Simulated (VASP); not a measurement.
The system is Pt.

```
Pt
1.0
     0.00000    1.96090    1.96090
     1.96090    0.00000    1.96090
     1.96090    1.96090    0.00000
Pt
1
Direct
  0.00000 0.00000 0.00000
```

* Program: VASP 6.6.1
* Task: relaxation of cell and atoms
* Functional: RPBE
* Potentials or basis: VASP PAW PBE potentials, release 64 (Pt)
* Cutoff: 500 eV
* k mesh: 12 × 12 × 12
* Occupations: fermi-dirac, width 0.1 eV
* Spin: no spin polarisation

At the start: pressure 14.2 GPa; volume 15.08 Å³/atom.

Task: How do energy, volume and symmetry change on relaxing?

Result: Over 4 steps the energy falls by 34.7 meV/atom and the volume is 15.92 Å³/atom (+5.6 %); space group Fm-3m (No. 225, to 0.1 Å) before and after.

Step by step:
```tsv
step	energy change (eV)	largest force (eV/Å)	pressure (GPa)	volume (Å³)
1	0.0000	0.0000	14.21	15.08
2	0.1372	0.0000	-20.78	18.19
3	-0.0346	0.0000	-0.65	15.96
4	-0.0347	0.0000	-0.07	15.92
```

Final structure:
```
Pt
1.0
     0.00000    1.99653    1.99653
     1.99653    0.00000    1.99653
     1.99653    1.99653    0.00000
Pt
1
Cartesian
  0.0000 0.0000 0.0000
```

Caveat: the PAW data sets were made with another functional, which shifts forces and pressure a little.
